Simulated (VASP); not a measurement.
Write the native input for VASP 6.6.1 that does the following.

```
Task                   : relaxation of cell and atoms
Functional             : PBE
Potentials or basis    : VASP PAW PBE potentials, release 64 (Mo_sv, Pb_d)
Cutoff                 : 600 eV
k mesh                 : 10 × 10 × 10
Occupations            : gaussian, width 0.1 eV
Spin                   : no spin polarisation
Dipole correction      : no
Further INCAR settings : ALGO = Fast; EDIFF = 1e-06; IBRION = 2; EDIFFG = -0.01; NSW = 100; ISIF = 3
```

The structure of MoPb3 lies in POSCAR:

```
MoPb3
1.0
    4.7153250496      0.0000000000      0.0000000000
    0.0000000000      4.7153250496      0.0000000000
    0.0000000000      0.0000000000      4.7153250496
Mo Pb
1 3
Direct
    0.0000000000      0.0000000000      0.0000000000
    0.0000000000      0.5000000000      0.5000000000
    0.5000000000      0.0000000000      0.5000000000
    0.5000000000      0.5000000000      0.0000000000
```

The input as run:

INCAR

```
SYSTEM = MoPb3
ALGO = Fast
EDIFF = 1E-6
EDIFFG = -0.01
ENCUT = 600
GGA = PE
IBRION = 2
ISIF = 3
ISMEAR = 0
LASPH = .True.
LCHARG = .False.
LREAL = .False.
LWAVE = .False.
NELM = 100
NSW = 100
PREC = Accurate
SIGMA = 0.1
```

KPOINTS

```
k-points
0
Gamma
  10 10 10
  0 0 0
```

Potentials or basis: VASP PAW PBE potentials, release 64 (Mo_sv, Pb_d).

Run with:

```bash
$ cat potpaw_PBE.64/Mo_sv/POTCAR potpaw_PBE.64/Pb_d/POTCAR > POTCAR
$ mpirun -np 1 vasp_std > vasp.out
```

It gave:

```yaml
Relaxed_volume: 25.66 Å³/atom
Relaxed_cell: a = 4.682 Å, b = 4.682 Å, c = 4.682 Å, α = 90.00°, β = 90.00°, γ = 90.00°
Space_group_after_relaxing_to_0.1_Å: Pm-3m (No. 221)
Energy_gained_by_relaxing: 2.2 meV/atom
Ionic_steps: 3
Pressure_after_relaxing: 0.0 GPa
Band_gap_on_the_k_mesh: zero (bands 28 and 29 overlap by 0.45 eV)
```

Caveat: spin-orbit coupling is left out, which moves the levels of the heavy elements.

Wall time 5 min on 1 thread of AMD EPYC 9R45 96-Core Processor (Zen 5), on a shared host, peak memory 0.36 GiB.
